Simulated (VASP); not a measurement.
Write the native input for VASP 6.6.1 that does the following.

* Task: single point
* Functional: PBE
* Dispersion: D3(BJ)
* Potentials or basis: VASP PAW PBE potentials, release 64 (In_d, As)
* Cutoff: 520 eV
* k mesh: 8 × 8 × 10
* Occupations: gaussian, width 0.1 eV
* Spin: no spin polarisation
* Dipole correction: no
* Further INCAR settings: ALGO = Normal; EDIFF = 1e-07; NBANDS = 24

The structure of InAs4 lies in POSCAR:

```
InAs4
1.0
    5.6405069057      0.0000000000      0.0000000000
    0.0000000000      5.6405069057      0.0000000000
    0.0000000000      0.0000000000      3.7641598919
In As
1 4
Direct
    0.5000000000      0.5000000000      0.5000000000
    0.2193056160      0.2193056160      0.0000000000
    0.2193056160      0.7806943840      0.0000000000
    0.7806943840      0.2193056160      0.0000000000
    0.7806943840      0.7806943840      0.0000000000
```

The input as run:

INCAR

```
  ALGO = Normal
  EDIFF = 1E-7
  ENCUT = 520
  GGA = PE
  ISIF = 2
  ISMEAR = 0
  IVDW = 12
  LASPH = T
  LCHARG = F
  LREAL = F
  LWAVE = F
  NBANDS = 24
  NELM = 100
  PREC = Accurate
  SIGMA = 0.1
```

KPOINTS

```
k-points
0
Gamma
  8 8 10
```

Potentials or basis: VASP PAW PBE potentials, release 64 (In_d, As).

The run is started by

```console
$ cat potpaw_PBE.64/In_d/POTCAR potpaw_PBE.64/As/POTCAR > POTCAR
$ mpirun -np 1 vasp_std > vasp.out
```

It gave:

The pressure is 0.2 GPa. The largest force is 0.047 eV/Å and the dispersion energy per atom is -0.371 eV.

Caveat: pairwise dispersion overbinds metals, which lowers pressure and volume.

It took 4.2 min on 1 thread of Intel Xeon 6975P-C, with other jobs on the host, peak memory 0.38 GiB.
